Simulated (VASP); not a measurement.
# ZnO (x) (P6_3mc) in VASP: a series of runs

The runs below take ZnO (x) through single point, with LDA.

All numbers are computed with VASP 6.6.1; they aren't measurements. Logs are shortened: lines on timing, memory, paths and dates and some standing lists are left out, and cuts for length are marked.

## (1) The cell of the first run

It takes space group P6_3mc (No. 186, hexagonal). Conventional cell: a = 3.249 Å, b = 3.249 Å, c = 5.204 Å, α = 90.00°, β = 90.00°, γ = 120.00°. Zn (site symmetry 3m) has 4 O at 1.98 Å within 2.6 Å. O (site symmetry 3m) has 4 Zn at 1.98 Å within 2.6 Å.

## (2) Single point, LDA

File INCAR:

```
SYSTEM = ZnO
ALGO = Normal ; EDIFF = 1E-6
ENCUT = 520 ; ISIF = 2
ISMEAR = 0 ; LASPH = .True.
LCHARG = .False. ; LREAL = .False.
LWAVE = .False. ; NBANDS = 26
NELM = 60 ; PREC = Accurate
SIGMA = 0.02
```

File KPOINTS:

```
k-points
0
Gamma
  9 9 6
  0 0 0
```

File POSCAR:

```
ZnO
1.0
    3.2494000017      0.0000000000      0.0000000000
   -1.6247000008      2.8140629485      0.0000000000
    0.0000000000      0.0000000000      5.2038000000
Zn O
2 2
Direct
    0.3333333333      0.6666666667      0.0011135722
    0.6666666667      0.3333333333      0.5011135722
    0.3333333333      0.6666666667      0.3818864278
    0.6666666667      0.3333333333      0.8818864278
```

Potentials or basis: VASP PAW LDA potentials, release 64 (Zn, O).

Launch:

```console
$ cat potpaw_LDA.64/Zn/POTCAR potpaw_LDA.64/O/POTCAR > POTCAR
$ mpirun -np 1 vasp_std > vasp.out
```

OUTCAR:

```text
SYSTEM = ZnO
   EDIFF = 1E-6
   ENCUT = 520
   ISIF = 2
   ISMEAR = 0
   LASPH = .True.
   LREAL = .False.
   NELM = 60
   PREC = Accurate

 ion  position               nearest neighbor table
   1  0.333  0.667  0.001-   4 1.98   4 1.98   4 1.98   3 1.98
   2  0.667  0.333  0.501-   3 1.98   3 1.98   3 1.98   4 1.98
   3  0.333  0.667  0.382-   2 1.98   2 1.98   2 1.98   1 1.98
   4  0.667  0.333  0.882-   1 1.98   1 1.98   1 1.98   2 1.98

  LATTYP: Found a hexagonal cell.
 ALAT       =     3.2494000017
 C/A-ratio  =     1.6014648850

  Lattice vectors:

 A1 = (   3.2494000017,   0.0000000000,   0.0000000000)
 A2 = (  -1.6247000008,   2.8140629485,   0.0000000000)
 A3 = (   0.0000000000,   0.0000000000,   5.2038000000)

Analysis of symmetry for initial positions (statically):
=====================================================================
 Subroutine PRICEL returns:
 Original cell was already a primitive cell.

 Routine SETGRP: Setting up the symmetry group for a
 hexagonal supercell.

 Subroutine GETGRP returns: Found 12 space group operations
 (whereof  6 operations were pure point group operations)
 out of a pool of 24 trial point group operations.

The static configuration has the point symmetry C_3v.
 The point group associated with its full space group is C_6v.

Analysis of symmetry for dynamics (positions and initial velocities):
=====================================================================
 Subroutine PRICEL returns:
 Original cell was already a primitive cell.

 Routine SETGRP: Setting up the symmetry group for a
 hexagonal supercell.

 Subroutine GETGRP returns: Found 12 space group operations
 (whereof  6 operations were pure point group operations)
 out of a pool of 24 trial point group operations.

The dynamic configuration has the point symmetry C_3v.
 The point group associated with its full space group is C_6v.

 Subroutine INISYM returns: Found 12 space group operations
 (whereof  6 operations are pure point group operations),
 and found     1 'primitive' translations

----------------------------------------------------------------------------------------

                                     Primitive cell

  volume of cell :      47.5836

  direct lattice vectors                    reciprocal lattice vectors
     3.249400002  0.000000000  0.000000000     0.307749123  0.177679039  0.000000000
    -1.624700001  2.814062949  0.000000000     0.000000000  0.355358078  0.000000000
     0.000000000  0.000000000  5.203800000     0.000000000  0.000000000  0.192167262

  length of vectors
     3.249400002  3.249400002  5.203800000     0.355358078  0.355358078  0.192167262

  position of ions in fractional coordinates (direct lattice)
     0.333333333  0.666666667  0.001113572
     0.666666667  0.333333333  0.501113572
     0.333333333  0.666666667  0.381886428
     0.666666667  0.333333333  0.881886428

  ion indices of the primitive-cell ions
   primitive index   ion index
                 1           1
                 2           2
                 3           3
                 4           4

----------------------------------------------------------------------------------------

 KPOINTS: k-points

Automatic generation of k-mesh.
 Grid dimensions read from file:
 generate k-points for:    9    9    6

 Generating k-lattice:

  Cartesian coordinates                     Fractional coordinates (reciprocal lattice)
     0.034194347  0.019742115  0.000000000     0.111111111 -0.000000000  0.000000000
     0.000000000  0.039484231  0.000000000     0.000000000  0.111111111  0.000000000
     0.000000000  0.000000000  0.032027877     0.000000000  0.000000000  0.166666667

  Length of vectors
     0.039484231  0.039484231  0.032027877

  Shift w.r.t. Gamma in fractional coordinates (k-lattice)
     0.000000000  0.000000000  0.000000000

 Subroutine IBZKPT returns following result:
 ===========================================

 Found     48 irreducible k-points:

 Following reciprocal coordinates:
            Coordinates               Weight
  0.000000  0.000000  0.000000      1.000000
  0.111111  0.000000  0.000000      6.000000
  0.222222  0.000000  0.000000      6.000000
  0.333333  0.000000  0.000000      6.000000
  0.444444  0.000000  0.000000      6.000000
  0.111111  0.111111  0.000000      6.000000
[... 16 lines left out ...]
  0.333333  0.222222  0.166667     24.000000
  0.333333  0.333333  0.166667      4.000000
 [... further k-points ...]
   k-points           NKPTS =     48   k-points in BZ     NKDIM =     48   number of bands    NBANDS=     26
   number of dos      NEDOS =    301   number of ions     NIONS =      4
   total plane-waves  NPLWV =  23040
   dimension x,y,z NGX =    24 NGY =   24 NGZ =   40
   dimension x,y,z NGXF=    48 NGYF=   48 NGZF=   80
   ions per type =               2   2
   NGX,Y,Z   is equivalent  to a cutoff of  12.28, 12.28, 12.78 a.u.
   NGXF,Y,Z  is equivalent  to a cutoff of  24.56, 24.56, 25.56 a.u.
 SYSTEM =  ZnO
   PREC   = accura    normal or accurate (medium, high low for compatibility)
   ISTART =      0    job   : 0-new  1-cont  2-samecut
   ICHARG =      2    charge: 1-file 2-atom 10-const
   ISPIN  =      1    spin polarized calculation?
   LNONCOLLINEAR =      F non collinear calculations
   LSORBIT =      F    spin-orbit coupling
   LASPH  =      T    aspherical Exc in radial PAW
   ENCUT  =  520.0 eV  38.22 Ry    6.18 a.u.   6.04  6.04  9.68*2*pi/ulx,y,z
   NELM   =     60;   NELMIN=  2; NELMDL= -5     # of ELM steps
   EDIFF  = 0.1E-05   stopping-criterion for ELM
   LREAL  =      F    real-space projection
   EDIFFG = 0.1E-04   stopping-criterion for IOM
   NSW    =      0    number of steps for IOM
   IBRION =     -1    ionic relax: 0-MD 1-quasi-New 2-CG
   NFREE  =      0    steps in history (QN), initial steepest desc. (CG)
   ISIF   =      2    stress and relaxation
   ISYM   =      2    0-nonsym 1-usesym 2-fastsym
   POTIM  = 0.5000    time-step for ionic-motion
   TEBEG  =    0.0;   TEEND  =   0.0 temperature during run
   PSTRESS=    0.0 pullay stress
   NELECT =      36.0000    total number of electrons
   NUPDOWN=      -1.0000    fix difference up-down
   EMIN   =  10.00;   EMAX   =-10.00  energy-range for DOS
   EFERMI =   0.00;   METHOD = LEGACY
   ISMEAR =     0;   SIGMA  =   0.02  broadening in eV -4-tet -1-fermi 0-gaus
   EFERMI_NEDOS =   21; number of points for ismear=-14 and -15
   IALGO  =     38    algorithm
   IMIX   =      4    mixing-type and parameters
     AMIX     =   0.40;   BMIX     =  1.00
     AMIX_MAG =   1.60;   BMIX_MAG =  1.00
  volume/ion in A,a.u.               =      11.90        80.28
  Fermi-wavevector in a.u.,A,eV,Ry     =   1.491729  2.818958 30.276420  2.225254
  Thomas-Fermi vector in A             =   2.604347
   LORBIT       =      0    0 simple, 1 ext, 2 COOP (PROOUT), +10 PAW based schemes
   GGA     = CA    functional components
   LHFCALC =     F    Hartree Fock is set to
   AEXX    =    0.0000 exact exchange contribution
   IVDW    =     0    specifies the selected vdW correction
   LEPSILON=     F    determine dielectric tensor
   LRPA    =     F    only Hartree local field effects (RPA)
 non-spin polarized calculation
 Gauss-broadening in eV      SIGMA  =   0.02
  energy-cutoff  :      520.00
  volume of cell :       47.58
 maximum number of plane-waves:      1302
   NGX = 13   NGY = 13   NGZ = 19

 number of electron      36.0000022 magnetization

 Free energy of the ion-electron system (eV)
  ---------------------------------------------------
  ext. energy  EPLUGINS =         0.00000000
  ---------------------------------------------------
  free energy    TOTEN  =       -21.12269420 eV

  energy without entropy =      -21.12269420  energy(sigma->0) =      -21.12269420

 E-fermi :   0.9956     XC(G=0): -11.4650

 val. band max:        0.8802682560   @ k =   0.0000   0.0000   0.0000
 cond. band min:       1.6231691478   @ k =   0.0000   0.0000   0.0000
 fundamental gap:      0.7429008918
 Fermi energy:         0.9955988208

 k-point     1 :       0.0000    0.0000    0.0000
  band No.  band energies     occupation
      1     -16.9234      2.00000
      2     -16.1470      2.00000
      3      -4.8966      2.00000
      4      -4.8966      2.00000
      5      -4.8315      2.00000
      6      -4.8080      2.00000
[... 18 lines left out ...]
     25      14.7948      0.00000
     26      14.7948      0.00000

 k-point     2 :       0.1111    0.0000    0.0000
  band No.  band energies     occupation
      1     -16.8524      2.00000
      2     -16.1160      2.00000
      3      -4.9739      2.00000
      4      -4.8569      2.00000
      5      -4.7923      2.00000
      6      -4.7386      2.00000
[... 18 lines left out ...]
     25      14.9249      0.00000
     26      14.9456      0.00000

 k-point     3 :       0.2222    0.0000    0.0000
  band No.  band energies     occupation
      1     -16.6622      2.00000
      2     -16.0418      2.00000
      3      -5.1232      2.00000
      4      -4.7955      2.00000
      5      -4.7638      2.00000
      6      -4.6496      2.00000
[... 18 lines left out ...]
     25      14.1789      0.00000
     26      14.9439      0.00000

 k-point     4 :       0.3333    0.0000    0.0000
  band No.  band energies     occupation
      1     -16.4197      2.00000
      2     -15.9736      2.00000
      3      -5.2040      2.00000
      4      -4.8461      2.00000
      5      -4.6791      2.00000
      6      -4.4773      2.00000
[... 18 lines left out ...]
     25      14.1057      0.00000
     26      14.7667      0.00000

 k-point     5 :       0.4444    0.0000    0.0000
  band No.  band energies     occupation
      1     -16.2281      2.00000
      2     -15.9559      2.00000
      3      -5.1513      2.00000
      4      -4.9125      2.00000
      5      -4.6398      2.00000
      6      -4.2987      2.00000
[... 18 lines left out ...]
     25      13.9506      0.00000
     26      14.8791      0.00000

 k-point     6 :       0.1111    0.1111    0.0000
  band No.  band energies     occupation
      1     -16.7216      2.00000
      2     -16.0634      2.00000
      3      -5.0531      2.00000
      4      -4.8549      2.00000
      5      -4.7345      2.00000
      6      -4.7168      2.00000
[... 427 lines left out ...]
 k-point    21 :       0.4444    0.1111    0.1667
  band No.  band energies     occupation
      1     -16.1536      2.00000
      2     -15.9709      2.00000
      3      -5.1133      2.00000
      4      -4.9239      2.00000
      5      -4.6387      2.00000
      6      -4.3431      2.00000
[... 18 lines left out ...]
     25      13.5107      0.00000
     26      14.6111      0.00000

 k-point    22 :       0.2222    0.2222    0.1667
  band No.  band energies     occupation
      1     -16.2770      2.00000
      2     -15.9756      2.00000
      3      -5.0348      2.00000
      4      -4.9520      2.00000
      5      -4.5921      2.00000
      6      -4.5501      2.00000
[... 18 lines left out ...]
     25      12.6195      0.00000
     26      15.8208      0.00000

 k-point    23 :       0.3333    0.2222    0.1667
  band No.  band energies     occupation
      1     -16.1199      2.00000
      2     -15.9715      2.00000
      3      -4.9740      2.00000
      4      -4.7773      2.00000
      5      -4.6126      2.00000
      6      -4.4248      2.00000
[... 18 lines left out ...]
     25      13.3802      0.00000
     26      14.8856      0.00000

 k-point    24 :       0.3333    0.3333    0.1667
  band No.  band energies     occupation
      1     -16.0183      2.00000
      2     -16.0183      2.00000
      3      -4.9046      2.00000
      4      -4.6447      2.00000
      5      -4.6447      2.00000
      6      -4.2856      2.00000
[... 18 lines left out ...]
     25      14.0695      0.00000
     26      15.0841      0.00000

 [... further k-points ...]
[... 5 lines left out ...]
  --------------------------------------------------------------------------------------
  -------------------------------------------------------------------------------------
  Total       -1.9084410     -1.9084410     -1.5685959     -0.0000000      0.0000000      0.0000000
  in kB      -64.2586695    -64.2586695    -52.8158272     -0.0000000      0.0000000      0.0000000
  external PRESSURE =     -60.4443888 kB  Pullay stress =       0.0000000 kB

 VOLUME and BASIS-vectors are now :
 -----------------------------------------------------------------------------
  energy-cutoff  :      520.00
  volume of cell :       47.58
      direct lattice vectors                 reciprocal lattice vectors
     3.249400002  0.000000000  0.000000000     0.307749123  0.177679039  0.000000000
    -1.624700001  2.814062949  0.000000000     0.000000000  0.355358078  0.000000000
     0.000000000  0.000000000  5.203800000     0.000000000  0.000000000  0.192167262

 POSITION                                       TOTAL-FORCE (eV/Angst)
 -----------------------------------------------------------------------------------
     -0.00000      1.87604      0.00579         0.000000      0.000000     -0.000051
      1.62470      0.93802      2.60769         0.000000      0.000000     -0.000051
     -0.00000      1.87604      1.98726         0.000000      0.000000      0.000051
      1.62470      0.93802      4.58916        -0.000000     -0.000000      0.000051
 -----------------------------------------------------------------------------------
    total drift:                               -0.000001     -0.000001      0.002116

  FREE ENERGIE OF THE ION-ELECTRON SYSTEM (eV)
  ---------------------------------------------------
  free  energy   TOTEN  =       -21.1226941957 eV

  energy  without entropy=      -21.1226941957  energy(sigma->0) =      -21.12269420
```

Run time: 17 s. Hardware: 1 thread of Intel Xeon 6975P-C (Granite Rapids), shared host; peak memory 0.17 GiB.

What came out:

```
Free energy            : -21.1227 eV
Pressure               : -6.0 GPa
Band gap on the k mesh : 0.74 eV, direct
```

Stress tensor (GPa, compression positive):
```
-6.43  0.00  0.00
 0.00 -6.43  0.00
 0.00  0.00 -5.28
```

As with any semilocal functional, this LDA gap is likely too small.

## (3) Single point, LDA

File INCAR:

```
SYSTEM = ZnO
ALGO = Normal ; EDIFF = 1E-6
ENCUT = 910 ; GGA_COMPAT = .False.
ISIF = 2 ; ISMEAR = 0
LASPH = .True. ; LCHARG = .False.
LREAL = .False. ; LWAVE = .False.
NBANDS = 26 ; NELM = 120
PREC = Accurate ; SIGMA = 0.02
```

KPOINTS is that of step 2.

POSCAR is that of step 2.

Potentials or basis: VASP PAW LDA potentials, release 64 (Zn, O_h).

Launch:

```console
$ cat potpaw_LDA.64/Zn/POTCAR potpaw_LDA.64/O_h/POTCAR > POTCAR
$ mpirun -np 1 vasp_std > vasp.out
```

It took 59 s on 1 thread of Intel Xeon 6975P-C (Granite Rapids), shared host; peak memory 0.26 GiB.

The run converged. Its results:

```
Free energy            : -21.1374 eV
Pressure               : -6.4 GPa
Band gap on the k mesh : 0.74 eV, direct
```

Stress tensor (GPa, compression positive):
```
-6.74  0.00  0.00
 0.00 -6.74  0.00
 0.00  0.00 -5.60
```

Levels at points of the mesh, in eV from the valence-band top:
| k point | band 14 | band 15 | band 16 | band 17 | band 18 | band 19 | band 20 | band 21 | band 22 | band 23 |
| --- | --- | --- | --- | --- | --- | --- | --- | --- | --- | --- |
| (0.00, 0.00, 0.00) | -0.81 | -0.81 | -0.08 | 0.00 | 0.00 | 0.74 | 5.08 | 8.12 | 12.64 | 12.64 |
| (0.00, 0.00, 0.50) | -2.26 | -0.40 | -0.40 | -0.40 | -0.40 | 3.39 | 3.39 | 9.92 | 9.92 | 12.93 |

Caveat: the cutoff is under 1.25 times the usual one of these potentials, so pressure, stress and relaxed cells hold a basis-set (Pulay) error.
